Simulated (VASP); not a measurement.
A run of VASP 6.6.1:

File POSCAR:

```
PbO
1.0
    3.9577822765      0.0000000000      0.0000000000
    0.0000000000      3.9577822765      0.0000000000
    0.0000000000      0.0000000000      5.2092772266
Pb O
2 2
Direct
    0.5000000000      0.0000000000      0.2262878301
    0.0000000000      0.5000000000      0.7737121699
    0.0000000000      0.0000000000      0.0000000000
    0.5000000000      0.5000000000      0.0000000000
```

INCAR.step1

```
ALGO = Normal
EDIFF = 1E-4
ENCUT = 600
GGA = PE
ISMEAR = 0
LASPH = True
LCHARG = False
LREAL = False
LWAVE = True
NELM = 100
PREC = Accurate
SIGMA = 0.05
```

Contents of INCAR.step2:

```
ALGO = Normal
EDIFF = 1E-7
EDIFFG = -0.01
ENCUT = 600
IBRION = 2
ISIF = 4
ISMEAR = 0
ISTART = 1
LASPH = True
LCHARG = False
LMIXTAU = True
LREAL = False
LWAVE = False
METAGGA = R2SCAN
NELM = 100
NSW = 60
PREC = Accurate
SIGMA = 0.05
```

KPOINTS

```
k-points
0
Gamma
  6 6 4
```

Potentials or basis: VASP PAW PBE potentials, release 64 (Pb_d, O).

The run is started by

```sh
$ cat potpaw_PBE.64/Pb_d/POTCAR potpaw_PBE.64/O/POTCAR > POTCAR
$ cp INCAR.step1 INCAR
$ mpirun -np 1 vasp_std > vasp.out
$ cp INCAR.step2 INCAR
$ mpirun -np 1 vasp_std > vasp.out
```

Hardware: 1 thread of Intel(R) Xeon(R) Platinum 8259CL CPU @ 2.50GHz (Skylake/Cascade Lake), with other jobs on the host.

Q: How long does it take, and how much memory?

A: It took 12 min on 1 thread of Intel(R) Xeon(R) Platinum 8259CL CPU @ 2.50GHz (Skylake/Cascade Lake), on a shared host, peak memory 0.26 GiB. Counts: k points 30, ion steps 5.
